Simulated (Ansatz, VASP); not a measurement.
# One calculation of WS3, two programs

```xyz
4
Lattice="4.6088 0.0000 0.0000 0.0000 4.6088 0.0000 0.0000 0.0000 4.6088" Properties=species:S:1:pos:R:3 pbc="T T T"
W     0.0000    0.0000    0.0000
S     0.0000    0.0000    2.3044
S     0.0000    2.3044    0.0000
S     2.3044    0.0000    0.0000
```

Alike in both runs: functional LDA; k mesh 4 × 4 × 4; occupations gaussian, width 0.1 eV; no spin polarisation.

Ansatz relaxed the structure, and its values are those at the end. VASP's run is a single point on that final structure, the one shown.

|  | VASP | Ansatz |
| --- | --- | --- |
| version | VASP 6.6.1 | Ansatz 0.2.0 |
| potentials or method | VASP PAW LDA potentials, release 64 (W_sv, S), cutoff 520 eV | scalar-relativistic, plane waves, PAW |
| valence electrons in the cell | 32 | 32 |

```tsv
	VASP	Ansatz	Ansatz less VASP
gap on the k mesh at the Fermi level (eV)	none	none	-
pressure (GPa)	0.1	0.0	-0.18
```

LDA's correlation is that of Perdew and Zunger in VASP and of Perdew and Wang (1992) in Ansatz. A gap of «none» marks a metal or a gap that the smearing closes.

Spin-orbit coupling is off throughout.
